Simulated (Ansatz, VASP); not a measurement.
**CuI: VASP beside Ansatz**

File INCAR:

```
ALGO = Normal
EDIFF = 1E-6
ENCUT = 520
GGA = PE
ISIF = 2
ISMEAR = 0
LASPH = T
LCHARG = F
LREAL = F
LWAVE = F
NBANDS = 16
NELM = 60
PREC = Accurate
SIGMA = 0.15
```

The input KPOINTS:

```
k-points
0
Gamma
  14 14 14
```

POSCAR

```
CuI
1.0
    0.0000000000      2.8191576650      2.8191576650
    2.8620890000     -0.0429313350      2.8620890000
    2.8620890000      2.8620890000     -0.0429313350
Cu I
1 1
Direct
    0.0000000000      0.0000000000      0.0000000000
    0.5000000000      0.5000000000      0.5000000000
```

Input for Ansatz:

```yaml
crystal:
  lattice:
    - [0.0, 2.819157665, 2.819157665]
    - [2.862089, -0.042931335, 2.862089]
    - [2.862089, 2.862089, -0.042931335]
  atoms:
    - { symbol: Cu, position: [0.0, 0.0, 0.0] }
    - { symbol: I, position: [0.5, 0.5, 0.5] }
basis:
  ecutwfc: 420
kpoints:
  mp_grid: { grid: [14, 14, 14] }
hamiltonian:
  xc: pbe
scf:
  occupations: { method: gaussian, width: 0.15 }
output:
  forces: true
  stress: true
  eigenvalues: true
```

Change from the starting cell: strain -0.0300 x Voigt [0, 0, 0, 1, 0, 0], atoms carried along.

Alike in both runs: task single point; functional PBE; k mesh 14 × 14 × 14; occupations gaussian, width 0.15 eV; no spin polarisation.

```csv
,VASP,Ansatz
version,VASP 6.6.1,Ansatz 0.2.0
potentials or method,"VASP PAW PBE potentials, release 64 (Cu, I), cutoff 520 eV","scalar-relativistic, plane waves, PAW"
valence electrons in the cell,18,36
```

Ansatz gave:

```
gap on the k mesh at the Fermi level (eV)                     : none
pressure (GPa)                                                : 0.3
traceless stress, the component that is largest in VASP (GPa) : 0.59
```

Question: What did VASP give for the same quantities?

Answer: gap on the k mesh at the Fermi level (eV): none; pressure (GPa): 0.4; traceless stress, the component that is largest in VASP (GPa): 0.59.

A gap of «none» marks a metal or a gap that the smearing closes. With one functional, cell and mesh, what is left measures potentials, basis and numerics. VASP's potentials hold 18 valence electrons a cell and Ansatz's 36, so a difference there can come from the potentials and not from the codes.

Spin-orbit coupling is off throughout.
